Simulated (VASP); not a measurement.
Here is a VASP 6.6.1 calculation.

The input INCAR:

```
PREC = Accurate
ENCUT = 500
EDIFF = 1E-6
ISMEAR = -1
SIGMA = 0.1
LREAL = F
LASPH = T
NELM = 120
ALGO = Normal
ISIF = 2
LWAVE = F
LCHARG = F
GGA = CA
NBANDS = 12
GGA_COMPAT = F
```

Contents of KPOINTS:

```
Automatic mesh
0
Gamma
  10 10 10
```

The input POSCAR:

```
Cr
1.0
   -1.3942485114      1.3942485114      1.3942485114
    1.3942485114     -1.3942485114      1.3942485114
    1.3942485114      1.3942485114     -1.3942485114
Cr
1
Direct
    0.0000000000      0.0000000000      0.0000000000
```

Potentials or basis: VASP PAW LDA potentials, release 64 (Cr_pv).

Command:

```console
$ cat potpaw_LDA.64/Cr_pv/POTCAR > POTCAR
$ mpirun -np 1 vasp_std > vasp.out
```

(1) What does it give for the pressure?

(2) Estimate the band gap on the k mesh.

Answers

(1) 0.4 GPa.

(2) zero (band 6 reaches 14.43 eV, above the bottom of band 7 at 10.72 eV).

Caveat: the run has no spin polarisation, though such a crystal can be magnetic.
